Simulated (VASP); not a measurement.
Crystal: BaHfO3.

```xyz
10
Lattice="-4.2158 0.0002 -0.0141 -0.0141 0.0336 -4.2449 0.0004 -8.3237 0.0673" Properties=species:S:1:pos:R:3 pbc="T T T"
Ba   -2.0836   -6.4014   -2.0703
Ba   -2.0718   -2.0527   -2.1449
Hf   -0.1468   -8.0648   -4.1103
Hf   -4.1596   -3.9786   -4.1129
O    -0.0831   -8.2860   -2.2558
O    -4.3586   -4.1843   -1.8901
O    -2.0858   -8.0892   -4.0871
O    -1.9366   -4.1964   -4.3893
O     0.0684   -6.4239   -4.2034
O    -0.1161   -2.1569   -4.3146
```

| Property | Result |
| --- | --- |
| Program | VASP 6.6.1 |
| Task | relaxation of cell and atoms |
| Functional | PBE |
| Potentials or basis | VASP PAW PBE potentials, release 64 (Ba_sv, Hf_pv, O) |
| Cutoff | 600 eV |
| k mesh | 4 × 4 × 2 |
| Occupations | gaussian, width 0.1 eV |
| Spin | no spin polarisation |

At the start: pressure 14.8 GPa; volume 14.89 Å³/atom.

Problem. How do energy, volume and symmetry change on relaxing?

Solution. Over 25 steps the energy falls by 400.0 meV/atom and the volume is 14.82 Å³/atom (-0.5 %); space group P1 (No. 1, to 0.1 Å) before, Pm-3m (No. 221, to 0.1 Å).

Step by step:
| step | energy change (eV) | largest force (eV/Å) | pressure (GPa) | volume (Å³) |
| --- | --- | --- | --- | --- |
| 1 | 0.0000 | 13.4976 | 14.85 | 148.95 |
| 2 | -0.3595 | 5.2069 | -10.62 | 180.10 |
| 3 | -1.3130 | 2.6813 | -12.56 | 173.49 |
| 4 | -1.6181 | 3.1196 | -12.69 | 170.34 |
| 5 | -2.4225 | 3.0009 | -8.20 | 159.47 |
| 6 | -2.4556 | 2.9325 | -1.76 | 154.17 |
| 7 | -2.5126 | 2.9174 | -5.85 | 157.11 |
| 8 | -2.5213 | 2.9017 | -4.46 | 155.98 |
| 9 | -3.6669 | 1.2224 | -1.42 | 149.81 |
| 10 | -3.7443 | 1.5841 | 0.96 | 147.66 |
| 11 | -3.9005 | 0.8726 | 0.67 | 147.95 |
| 12 | -3.9009 | 0.8961 | 0.67 | 147.96 |
| 13 | -3.9561 | 0.3631 | -0.96 | 149.24 |
| 14 | -3.9599 | 0.4280 | -1.46 | 149.68 |
| 15 | -3.9829 | 0.3093 | 0.76 | 147.49 |
| 16 | -3.9830 | 0.3037 | 0.60 | 147.64 |
| 17 | -3.9910 | 0.1984 | 0.01 | 148.18 |
| 18 | -3.9912 | 0.2410 | -0.09 | 148.26 |
| 19 | -3.9960 | 0.0902 | -0.16 | 148.33 |
| 20 | -3.9975 | 0.0927 | -0.22 | 148.38 |
| 21 | -3.9985 | 0.0554 | 0.31 | 147.88 |
| 22 | -3.9986 | 0.0576 | 0.28 | 147.91 |
| 23 | -3.9994 | 0.0300 | 0.03 | 148.14 |
| 24 | -3.9994 | 0.0392 | -0.01 | 148.18 |
| 25 | -3.9997 | 0.0214 | -0.05 | 148.21 |

Final structure:
```xyz
10
Lattice="-4.2003 -0.0003 -0.0004 -0.0003 0.0007 -4.2004 -0.0003 -8.4004 -0.0003" Properties=species:S:1:pos:R:3 pbc="T T T"
Ba   -2.0988   -6.3038   -2.0999
Ba   -2.0983   -2.1021   -2.0990
Hf   -0.0024   -0.0010   -4.2000
Hf   -4.1970   -4.1998   -4.2004
O    -0.0084   -8.3993   -2.0998
O    -4.1964   -4.1990   -2.1027
O    -2.1044   -8.3995   -4.1984
O    -2.0979   -4.1947   -0.0033
O    -0.0031   -6.3004   -0.0020
O    -4.1979   -2.0999   -4.2008
```
